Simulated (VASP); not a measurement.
A run of VASP 6.6.1 is set up as follows.

Contents of POSCAR:

```
Mo
1.0
    2.7765430532      0.0000000000      0.0000000000
   -1.3882715266      2.4045568187      0.0000000000
    0.0000000000      0.0000000000      2.5551807000
Mo
1
Direct
    0.0000000000      0.0000000000      0.5000000000
```

File INCAR.step1:

```
SYSTEM = Mo
PREC = Accurate ; ENCUT = 520
ISMEAR = 0 ; SIGMA = 0.15
LREAL = .FALSE. ; LASPH = .TRUE.
NELM = 100 ; NBANDS = 13
GGA = PE ; ALGO = Normal
EDIFF = 1E-4 ; LWAVE = .TRUE.
LCHARG = .FALSE.
```

INCAR.step2

```
SYSTEM = Mo
PREC = Accurate ; ENCUT = 520
EDIFF = 1E-7 ; ISMEAR = 0
SIGMA = 0.15 ; LREAL = .FALSE.
LASPH = .TRUE. ; NELM = 100
ALGO = Normal ; ISIF = 2
LWAVE = .FALSE. ; LCHARG = .TRUE.
METAGGA = R2SCAN ; LMIXTAU = .TRUE.
LELF = .TRUE. ; LVHAR = .TRUE.
NBANDS = 13 ; ISTART = 1
```

File KPOINTS:

```
Automatic mesh
0
G
  18 18 18
  0 0 0
```

Potentials or basis: VASP PAW PBE potentials, release 64 (Mo_sv).

Command:

```console
$ cat potpaw_PBE.64/Mo_sv/POTCAR > POTCAR
$ cp INCAR.step1 INCAR
$ mpirun -np 1 vasp_std > vasp.out
$ cp INCAR.step2 INCAR
$ mpirun -np 1 vasp_std > vasp.out
```

**Question.** Predict the pressure.

**Answer.** -4.9 GPa.

**Question.** Estimate the band gap on the k mesh.

**Answer.** Zero (bands 7 and 8 overlap by 1.73 eV).

Stress tensor (GPa, compression positive):
```
-4.97  0.00  0.00
 0.00 -4.97  0.00
 0.00  0.00 -4.62
```

Caveat: the cell differs from its parent crystal (strain +0.015 along x and y, +0.000 along z); the cell stands under tension; the PAW data sets were made with another functional, which shifts forces and pressure a little.
